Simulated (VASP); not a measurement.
A run of VASP 6.6.1 is set up as follows.

File INCAR:

```
SYSTEM = C
ALGO = Normal
EDIFF = 1E-6
ENCUT = 910
GGA = CA
GGA_COMPAT = .FALSE.
ISIF = 2
ISMEAR = 0
LASPH = .TRUE.
LCHARG = .FALSE.
LREAL = .FALSE.
LWAVE = .FALSE.
NBANDS = 36
NELM = 120
PREC = Accurate
SIGMA = 0.05
```

KPOINTS

```
k-points
0
G
  10 10 2
  0 0 0
```

The input POSCAR:

```
C
1.0
    1.7834000000     -1.7834000000      0.0000000000
    1.7834000000      0.0000000000     -1.7834000000
    7.1336000000      7.1336000000      7.1336000000
C
12
Direct
    0.6666666667      0.6666666667      0.4166666667
    0.0000000000      0.0000000000      0.2500000000
    0.3333333333      0.3333333333      0.5833333333
    0.6666666667      0.6666666667      0.9166666667
    1.0000000000      1.0000000000      0.7500000000
    0.3333333333      0.3333333333      0.0833333333
    0.6666666667      0.6666666667      0.5416666667
    1.0000000000      1.0000000000      0.3750000000
    0.3333333333      0.3333333333      0.7083333333
    0.6666666667      0.6666666667      0.0416666667
    0.0000000000      0.0000000000      0.8750000000
    0.3333333333      0.3333333333      0.2083333333
```

Potentials or basis: VASP PAW LDA potentials, release 64 (C_h).

Launch:

```bash
$ cat potpaw_LDA.64/C_h/POTCAR > POTCAR
$ mpirun -np 1 vasp_std > vasp.out
```

(1) Predict the pressure.

(2) What does it give for the band gap on the k mesh?

## Answers

(1) -12.5 GPa.

(2) 4.14 eV.

Caveat: the cutoff is under 1.25 times the usual one of these potentials, so pressure, stress and relaxed cells hold a basis-set (Pulay) error; the cell stands under tension.
